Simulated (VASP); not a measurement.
Ge, 2 atoms in the cell. It takes space group Fd-3m (No. 227, cubic). Conventional cell: a = 5.815 Å, b = 5.815 Å, c = 5.815 Å, α = 90.00°, β = 90.00°, γ = 90.00°. Ge (site symmetry -43m) has 4 Ge at 2.52 Å within 3.3 Å. 

| Property | Result |
| --- | --- |
| Program | VASP 6.6.1 |
| Task | single point |
| Functional | RPBE |
| Potentials or basis | VASP PAW PBE potentials, release 64 (Ge_d) |
| Cutoff | 520 eV |
| k mesh | 12 × 12 × 12 |
| Occupations | gaussian, width 0.02 eV |
| Spin | no spin polarisation |
| Dipole correction | no |
| Further INCAR settings | ALGO = Normal; EDIFF = 1e-06; NBANDS = 21 |

Potentials or basis: VASP PAW PBE potentials, release 64 (Ge_d).

The run is started by

```bash
$ cat potpaw_PBE.64/Ge_d/POTCAR > POTCAR
$ mpirun -np 1 vasp_std > vasp.out
```

Hardware: 1 thread of Intel Xeon 6975P-C, on a shared host.

**Question.** How long does it take, and how much memory?

**Answer.** Wall time 89 s on 1 thread of Intel Xeon 6975P-C, on a shared host, peak memory 0.18 GiB. Counts: scf iterations 12, k points 72.
